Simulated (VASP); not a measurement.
**Ge: relaxation of the atoms with PBE**

Ge:

```
Ge
1.0
    -0.01520    2.86715    2.89077
     2.86715   -0.01520    2.89077
     2.85195    2.85195    0.00000
Ge
2
Direct
  0.99928 0.99928 0.00072
  0.25072 0.25072 0.24928
```

This cell differs from its parent crystal: strained cell.

```yaml
Program: VASP 6.6.1
Task: relaxation of the atoms
Functional: PBE
Potentials_or_basis: VASP PAW PBE potentials, release 64 (Ge_d)
Cutoff: 450 eV
k_mesh: 10 × 10 × 10
Occupations: gaussian, width 0.1 eV
Spin: no spin polarisation
Dipole_correction: no
Further_INCAR_settings: ALGO = Normal; EDIFF = 1e-07; IBRION = 2; EDIFFG = -0.002; NSW = 60
```

* Energy gained by relaxing: 0.0 meV/atom
* Ionic steps: 2
* Pressure after relaxing: 0.1 GPa

Stress tensor (GPa, compression positive):
```
 0.24  0.56  0.00
 0.56  0.24  0.00
 0.00  0.00 -0.32
```

Final structure:
```
Ge
1.0
    -0.01520    2.86715    2.89077
     2.86715   -0.01520    2.89077
     2.85195    2.85195    0.00000
Ge
2
Direct
  0.99930 0.99930 0.00070
  0.25070 0.25070 0.24930
```

Levels at points of the mesh, in eV from the Fermi level:
| k point | band 11 | band 12 | band 13 | band 14 | band 15 | band 16 | band 17 | band 18 |
| --- | --- | --- | --- | --- | --- | --- | --- | --- |
| (0.00, 0.00, 0.00) | -12.38 | -0.37 | -0.01 | 0.01 | 0.10 | 2.50 | 2.59 | 2.60 |
| (0.50, 0.00, 0.00) | -10.43 | -7.36 | -1.33 | -1.22 | 0.12 | 3.74 | 3.81 | 7.17 |
| (0.50, 0.50, 0.00) | -8.73 | -8.68 | -2.90 | -2.78 | 0.80 | 0.97 | 9.11 | 9.17 |
| (0.00, 0.00, 0.50) | -10.38 | -7.35 | -1.35 | -1.31 | 0.02 | 3.72 | 3.74 | 7.10 |
| (0.50, 0.00, 0.50) | -8.67 | -8.67 | -2.89 | -2.89 | 0.82 | 0.82 | 9.14 | 9.14 |

Wall time 2.1 min on 1 thread of Intel Xeon 8259CL, on a shared host, peak memory 0.23 GiB.

Caveat: the cell differs from its parent crystal (strained cell).
